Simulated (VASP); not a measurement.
# Pt (Pm-3n) in VASP: notebook

Runs on Pt. Level: PBE. Tasks: single point, relaxation of cell and atoms.

Everything below comes from runs of VASP 6.6.1. Logs are shortened: lines on timing, memory, paths and dates and some standing lists are left out, and cuts for length are marked.

## Step 1: The cell of the first run

The structure is cubic, space group Pm-3n (No. 223). The conventional cell has a = 5.043 Å, b = 5.043 Å, c = 5.043 Å, α = 90.00°, β = 90.00°, γ = 90.00°. Pt (site symmetry m-3) has 12 Pt at 2.82 Å within 3.7 Å. Within 3.3 Å of Pt (site symmetry -4m2) lie 14 Pt at 2.52 to 3.09 Å.

## Step 2: Single point, PBE

File INCAR:

```
SYSTEM = Pt
PREC = Accurate
ENCUT = 520
EDIFF = 1E-7
ISMEAR = 0
SIGMA = 0.1
LREAL = .FALSE.
LASPH = .TRUE.
NELM = 100
ALGO = Fast
ISIF = 2
LWAVE = .FALSE.
LCHARG = .FALSE.
GGA = PE
NBANDS = 50
```

File KPOINTS:

```
regular mesh
0
G
  4 4 4
  0 0 0
```

File POSCAR:

```
Pt
1.0
    5.0426246766      0.0000000000      0.0000000000
    0.0000000000      5.0426246766      0.0000000000
    0.0000000000      0.0000000000      5.0426246766
Pt
8
Direct
    0.5000000000      0.5000000000      0.5000000000
    0.0000000000      0.0000000000      0.0000000000
    0.2500000000      0.0000000000      0.5000000000
    0.5000000000      0.2500000000      0.0000000000
    0.5000000000      0.7500000000      0.0000000000
    0.7500000000      0.0000000000      0.5000000000
    0.0000000000      0.5000000000      0.7500000000
    0.0000000000      0.5000000000      0.2500000000
```

Potentials or basis: VASP PAW PBE potentials, release 64 (Pt).

Launch:

```bash
> cat potpaw_PBE.64/Pt/POTCAR > POTCAR
> mpirun -np 1 vasp_std > vasp.out
```

OUTCAR:

```text
SYSTEM = Pt
   PREC = Accurate
   ENCUT = 520
   EDIFF = 1E-7
   ISMEAR = 0
   LREAL = .FALSE.
   LASPH = .TRUE.
   NELM = 100
   ISIF = 2
   GGA = PE

 ion  position               nearest neighbor table
   1  0.500  0.500  0.500-   3 2.82   4 2.82   5 2.82   6 2.82   7 2.82   8 2.82   4 2.82   5 2.82
                             3 2.82   6 2.82   7 2.82   8 2.82
   2  0.000  0.000  0.000-   3 2.82   4 2.82   5 2.82   6 2.82   7 2.82   8 2.82   3 2.82   6 2.82
                             7 2.82   8 2.82   4 2.82   5 2.82
   3  0.250  0.000  0.500-   6 2.52   6 2.52   1 2.82   2 2.82   1 2.82   2 2.82   8 3.09   5 3.09
                             4 3.09   5 3.09   4 3.09   7 3.09   8 3.09   7 3.09
   4  0.500  0.250  0.000-   5 2.52   5 2.52   1 2.82   1 2.82   2 2.82   2 2.82   8 3.09   3 3.09
                             3 3.09   6 3.09   6 3.09   7 3.09   7 3.09   8 3.09
   5  0.500  0.750  0.000-   4 2.52   4 2.52   1 2.82   1 2.82   2 2.82   2 2.82   8 3.09   3 3.09
                             3 3.09   6 3.09   6 3.09   7 3.09   7 3.09   8 3.09
   6  0.750  0.000  0.500-   3 2.52   3 2.52   1 2.82   2 2.82   1 2.82   2 2.82   8 3.09   4 3.09
                             4 3.09   5 3.09   5 3.09   7 3.09   8 3.09   7 3.09
   7  0.000  0.500  0.750-   8 2.52   8 2.52   1 2.82   2 2.82   2 2.82   1 2.82   3 3.09   4 3.09
                             5 3.09   3 3.09   6 3.09   6 3.09   4 3.09   5 3.09
   8  0.000  0.500  0.250-   7 2.52   7 2.52   1 2.82   2 2.82   2 2.82   1 2.82   3 3.09   4 3.09
                             5 3.09   3 3.09   6 3.09   6 3.09   4 3.09   5 3.09

  LATTYP: Found a simple cubic cell.
 ALAT       =     5.0426246766

  Lattice vectors:

 A1 = (   5.0426246766,   0.0000000000,   0.0000000000)
 A2 = (   0.0000000000,   5.0426246766,   0.0000000000)
 A3 = (   0.0000000000,   0.0000000000,   5.0426246766)

Analysis of symmetry for initial positions (statically):
=====================================================================
 Subroutine PRICEL returns:
 Original cell was already a primitive cell.

 Routine SETGRP: Setting up the symmetry group for a
 simple cubic supercell.

 Subroutine GETGRP returns: Found 48 space group operations
 (whereof 24 operations were pure point group operations)
 out of a pool of 48 trial point group operations.

The static configuration has the point symmetry T_h .
 The point group associated with its full space group is O_h .

Analysis of symmetry for dynamics (positions and initial velocities):
=====================================================================
 Subroutine PRICEL returns:
 Original cell was already a primitive cell.

 Routine SETGRP: Setting up the symmetry group for a
 simple cubic supercell.

 Subroutine GETGRP returns: Found 48 space group operations
 (whereof 24 operations were pure point group operations)
 out of a pool of 48 trial point group operations.

The dynamic configuration has the point symmetry T_h .
 The point group associated with its full space group is O_h .

 Subroutine INISYM returns: Found 48 space group operations
 (whereof 24 operations are pure point group operations),
 and found     1 'primitive' translations

----------------------------------------------------------------------------------------

                                     Primitive cell

  volume of cell :     128.2242

  direct lattice vectors                    reciprocal lattice vectors
     5.042624677  0.000000000  0.000000000     0.198309425  0.000000000  0.000000000
     0.000000000  5.042624677  0.000000000     0.000000000  0.198309425  0.000000000
     0.000000000  0.000000000  5.042624677     0.000000000  0.000000000  0.198309425

  length of vectors
     5.042624677  5.042624677  5.042624677     0.198309425  0.198309425  0.198309425

  position of ions in fractional coordinates (direct lattice)
     0.500000000  0.500000000  0.500000000
     0.000000000  0.000000000  0.000000000
     0.250000000  0.000000000  0.500000000
     0.500000000  0.250000000  0.000000000
     0.500000000  0.750000000  0.000000000
     0.750000000  0.000000000  0.500000000
     0.000000000  0.500000000  0.750000000
     0.000000000  0.500000000  0.250000000

  ion indices of the primitive-cell ions
   primitive index   ion index
                 1           1
                 2           2
                 3           3
                 4           4
                 5           5
                 6           6
                 7           7
                 8           8

----------------------------------------------------------------------------------------

 KPOINTS: regular mesh

Automatic generation of k-mesh.
 Grid dimensions read from file:
 generate k-points for:    4    4    4

 Generating k-lattice:

  Cartesian coordinates                     Fractional coordinates (reciprocal lattice)
     0.049577356  0.000000000  0.000000000     0.250000000  0.000000000  0.000000000
     0.000000000  0.049577356  0.000000000     0.000000000  0.250000000  0.000000000
     0.000000000  0.000000000  0.049577356     0.000000000  0.000000000  0.250000000

  Length of vectors
     0.049577356  0.049577356  0.049577356

  Shift w.r.t. Gamma in fractional coordinates (k-lattice)
     0.000000000  0.000000000  0.000000000

 Subroutine IBZKPT returns following result:
 ===========================================

 Found     10 irreducible k-points:

 Following reciprocal coordinates:
            Coordinates               Weight
  0.000000  0.000000  0.000000      1.000000
  0.250000  0.000000  0.000000      6.000000
  0.500000  0.000000  0.000000      3.000000
  0.250000  0.250000  0.000000     12.000000
  0.500000  0.250000  0.000000     12.000000
  0.500000  0.500000  0.000000      3.000000
  0.250000  0.250000  0.250000      8.000000
  0.500000  0.250000  0.250000     12.000000
  0.500000  0.500000  0.250000      6.000000
  0.500000  0.500000  0.500000      1.000000
   k-points           NKPTS =     10   k-points in BZ     NKDIM =     10   number of bands    NBANDS=     50
   number of dos      NEDOS =    301   number of ions     NIONS =      8
   total plane-waves  NPLWV =  64000
   dimension x,y,z NGX =    40 NGY =   40 NGZ =   40
   dimension x,y,z NGXF=    80 NGYF=   80 NGZF=   80
   ions per type =               8
   NGX,Y,Z   is equivalent  to a cutoff of  13.19, 13.19, 13.19 a.u.
   NGXF,Y,Z  is equivalent  to a cutoff of  26.37, 26.37, 26.37 a.u.
 SYSTEM =  Pt
   PREC   = accura    normal or accurate (medium, high low for compatibility)
   ISTART =      0    job   : 0-new  1-cont  2-samecut
   ICHARG =      2    charge: 1-file 2-atom 10-const
   ISPIN  =      1    spin polarized calculation?
   LNONCOLLINEAR =      F non collinear calculations
   LSORBIT =      F    spin-orbit coupling
   LASPH  =      T    aspherical Exc in radial PAW
   ENCUT  =  520.0 eV  38.22 Ry    6.18 a.u.   9.38  9.38  9.38*2*pi/ulx,y,z
   NELM   =    100;   NELMIN=  2; NELMDL= -5     # of ELM steps
   EDIFF  = 0.1E-06   stopping-criterion for ELM
   LREAL  =      F    real-space projection
   EDIFFG = 0.1E-05   stopping-criterion for IOM
   NSW    =      0    number of steps for IOM
   IBRION =     -1    ionic relax: 0-MD 1-quasi-New 2-CG
   NFREE  =      0    steps in history (QN), initial steepest desc. (CG)
   ISIF   =      2    stress and relaxation
   ISYM   =      2    0-nonsym 1-usesym 2-fastsym
   POTIM  = 0.5000    time-step for ionic-motion
   TEBEG  =    0.0;   TEEND  =   0.0 temperature during run
   PSTRESS=    0.0 pullay stress
   NELECT =      80.0000    total number of electrons
   NUPDOWN=      -1.0000    fix difference up-down
   EMIN   =  10.00;   EMAX   =-10.00  energy-range for DOS
   EFERMI =   0.00;   METHOD = LEGACY
   ISMEAR =     0;   SIGMA  =   0.10  broadening in eV -4-tet -1-fermi 0-gaus
   EFERMI_NEDOS =   21; number of points for ismear=-14 and -15
   IALGO  =     68    algorithm
   IMIX   =      4    mixing-type and parameters
     AMIX     =   0.40;   BMIX     =  1.00
     AMIX_MAG =   1.60;   BMIX_MAG =  1.00
  volume/ion in A,a.u.               =      16.03       108.16
  Fermi-wavevector in a.u.,A,eV,Ry     =   1.398883  2.643506 26.624897  1.956875
  Thomas-Fermi vector in A             =   2.521998
   LORBIT       =      0    0 simple, 1 ext, 2 COOP (PROOUT), +10 PAW based schemes
   GGA     = PE    functional components
   LHFCALC =     F    Hartree Fock is set to
   AEXX    =    0.0000 exact exchange contribution
   IVDW    =     0    specifies the selected vdW correction
   LEPSILON=     F    determine dielectric tensor
   LRPA    =     F    only Hartree local field effects (RPA)
 non-spin polarized calculation
 RMM-DIIS sequential band-by-band and
 Gauss-broadening in eV      SIGMA  =   0.10
  energy-cutoff  :      520.00
  volume of cell :      128.22
 maximum number of plane-waves:      3468
 NGX is ok and might be reduce to    40
   NGX = 19   NGY = 19   NGZ = 19

 number of electron      80.0000019 magnetization

 Free energy of the ion-electron system (eV)
  ---------------------------------------------------
  ext. energy  EPLUGINS =         0.00000000
  ---------------------------------------------------
  free energy    TOTEN  =       -46.67053604 eV

  energy without entropy =      -46.59783226  energy(sigma->0) =      -46.63418415

 E-fermi :  10.1055     XC(G=0): -13.1026

 val. band max:       10.0907282035   @ k =   0.2500   0.2500   0.0000
 cond. band min:      10.1132462659   @ k =   0.2500   0.0000   0.0000
 fundamental gap:      0.0225180624
 Fermi energy:        10.1055183868

 k-point     1 :       0.0000    0.0000    0.0000
  band No.  band energies     occupation
      1       0.5649      2.00000
      2       3.1916      2.00000
      3       3.1916      2.00000
      4       4.3204      2.00000
      5       4.5709      2.00000
      6       4.7024      2.00000
[... 42 lines left out ...]
     49      17.5338      0.00000
     50      17.5346      0.00000
[... 475 lines left out ...]
     49      21.0589      0.00000
     50      21.0897      0.00000

------------------------ aborting loop because EDIFF is reached ----------------------------------------

  FORCE on cell =-STRESS in cart. coord.  units (eV):
  Direction    XX          YY          ZZ          XY          YZ          ZX
  --------------------------------------------------------------------------------------
  -------------------------------------------------------------------------------------
  Total        2.0166849      2.0166849      2.0166849     -0.0000000     -0.0000000      0.0000000
  in kB       25.1987329     25.1987329     25.1987329     -0.0000000     -0.0000000      0.0000000
  external PRESSURE =      25.1987329 kB  Pullay stress =       0.0000000 kB

 VOLUME and BASIS-vectors are now :
 -----------------------------------------------------------------------------
  energy-cutoff  :      520.00
  volume of cell :      128.22
      direct lattice vectors                 reciprocal lattice vectors
     5.042624677  0.000000000  0.000000000     0.198309425  0.000000000  0.000000000
     0.000000000  5.042624677  0.000000000     0.000000000  0.198309425  0.000000000
     0.000000000  0.000000000  5.042624677     0.000000000  0.000000000  0.198309425

 POSITION                                       TOTAL-FORCE (eV/Angst)
 -----------------------------------------------------------------------------------
      2.52131      2.52131      2.52131         0.000000      0.000000      0.000000
      0.00000      0.00000      0.00000         0.000000      0.000000      0.000000
      1.26066      0.00000      2.52131        -0.000000     -0.000000      0.000000
      2.52131      1.26066      0.00000        -0.000000      0.000000     -0.000000
      2.52131      3.78197      0.00000         0.000000      0.000000      0.000000
      3.78197      0.00000      2.52131         0.000000      0.000000     -0.000000
      0.00000      2.52131      3.78197        -0.000000     -0.000000      0.000000
      0.00000      2.52131      1.26066         0.000000     -0.000000      0.000000
 -----------------------------------------------------------------------------------
    total drift:                               -0.000000     -0.000000      0.000000

  FREE ENERGIE OF THE ION-ELECTRON SYSTEM (eV)
  ---------------------------------------------------
  free  energy   TOTEN  =       -46.6705360445 eV

  energy  without entropy=      -46.5978322556  energy(sigma->0) =      -46.63418415
```

It took 36 s on 1 thread of Intel Xeon 6975P-C (Granite Rapids), shared host; peak memory 0.25 GiB.

Results:

- Free energy: -46.6705 eV
- Pressure: 2.5 GPa
- Band gap on the k mesh: zero (bands 40 and 41 overlap by 0.40 eV)

Levels at points of the mesh, in eV from the Fermi level:
```
           k point  band 36  band 37  band 38  band 39  band 40  band 41  band 42  band 43  band 44  band 45
(0.00, 0.00, 0.00)    -0.16    -0.16    -0.16     0.20     0.20     0.20     2.38     2.38     2.38     3.20
(0.50, 0.00, 0.00)    -0.64    -0.56    -0.56     0.18     0.18     0.63     0.63     2.58     2.58     2.73
(0.50, 0.50, 0.00)    -0.51    -0.51    -0.42    -0.21    -0.21     0.11     0.14     0.14     0.82     2.28
(0.50, 0.50, 0.50)    -0.69    -0.42    -0.42    -0.42    -0.42     0.52     0.52     0.52     0.52     0.52
```

Caveat: spin-orbit coupling is left out, which moves the levels of the heavy elements.

## Step 3: Single point, PBE

This run uses another cell than the first one, of 16.22 Å³/atom.

File INCAR:

```
SYSTEM = Pt
ALGO     = Fast           ! electronic algorithm
EDIFF    = 1E-6           ! SCF threshold, eV
ENCUT    = 520            ! plane-wave cutoff, eV
GGA      = PE             ! functional
ISIF     = 2              ! what is computed and relaxed
ISMEAR   = 0              ! smearing method
LASPH    = .True.         ! aspherical terms in the spheres
LCHARG   = .False.        ! write CHGCAR
LREAL    = .False.        ! projectors in reciprocal space
LWAVE    = .False.        ! write WAVECAR
NBANDS   = 50             ! bands
NELM     = 100            ! most SCF steps
PREC     = Accurate       ! precision mode
SIGMA    = 0.1            ! smearing width, eV
```

File KPOINTS:

```
k-points
0
Gamma
  8 8 8
  0 0 0
```

Changes to POSCAR since step 2:

```diff
@@ -2,5 +2,5 @@
 1.0
-    5.0426246766      0.0000000000      0.0000000000
-    0.0000000000      5.0426246766      0.0000000000
-    0.0000000000      0.0000000000      5.0426246766
+    5.0629630103      0.0000000000      0.0000000000
+    0.0000000000      5.0629630103      0.0000000000
+    0.0000000000      0.0000000000      5.0629630103
 Pt
```

Potentials or basis: VASP PAW PBE potentials, release 64 (Pt).

Launch:

```bash
> cat potpaw_PBE.64/Pt/POTCAR > POTCAR
> mpirun -np 1 vasp_std > vasp.out
```

It took 89 s on 1 thread of Intel Xeon 6975P-C (Granite Rapids), shared host; peak memory 0.33 GiB.

The run converged. Its results:

```
Free energy            : -46.7760 eV
Pressure               : -0.5 GPa
Band gap on the k mesh : zero (bands 40 and 41 overlap by 0.40 eV)
```

Levels at points of the mesh, in eV from the Fermi level:
| k point | band 37 | band 38 | band 39 | band 40 | band 41 | band 42 | band 43 | band 44 |
| --- | --- | --- | --- | --- | --- | --- | --- | --- |
| (0.00, 0.00, 0.00) | -0.17 | -0.17 | 0.19 | 0.19 | 0.19 | 2.34 | 2.34 | 2.34 |
| (0.50, 0.00, 0.00) | -0.56 | -0.56 | 0.17 | 0.17 | 0.62 | 0.62 | 2.59 | 2.59 |
| (0.50, 0.50, 0.00) | -0.50 | -0.41 | -0.19 | -0.19 | 0.13 | 0.17 | 0.17 | 0.80 |
| (0.50, 0.50, 0.50) | -0.39 | -0.39 | -0.39 | -0.39 | 0.53 | 0.53 | 0.53 | 0.53 |

Caveat: spin-orbit coupling is left out, which moves the levels of the heavy elements.

[end of part 1 of 2]

The gap in the log of VASP goes by the Fermi energy; the results here count the filled bands.